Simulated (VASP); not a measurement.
Crystal: AlNi.

```
Al Ni
1.0
     1.93869   -1.95319    0.00000
     1.93869    1.95319    0.00000
     0.00000    0.00000    3.09943
Al Ni
1 1
Direct
  0.00000 0.00000 0.00000
  0.50000 0.50000 0.50000
```

Base run:

- Program: VASP 6.6.1
- Functional: PBEsol
- Potentials or basis: VASP PAW PBE potentials, release 64 (Al, Ni)
- Cutoff: 520 eV
- k mesh: 16 × 16 × 14
- Occupations: fermi-dirac, width 0.3 eV
- Spin: no spin polarisation

Its results: band gap on the k mesh zero (an odd number of electrons rules out a gap without spin polarisation); pressure 1.4 GPa.

The run is repeated on the same cell with these changes: occupations from fermi-dirac, width 0.3 eV to methfessel-paxton, width 0.01 eV. What comes out?

Band gap on the k mesh zero (an odd number of electrons rules out a gap without spin polarisation); pressure 0.6 GPa.

Caveats: the PAW data sets were made with another functional, which shifts forces and pressure a little; the stress differs along the axes, from -3 to 4 GPa (at least some runs); so wide a smearing shifts energies and pressures (at least some runs); the stress differs along the axes, from -4 to 4 GPa (at least some runs).
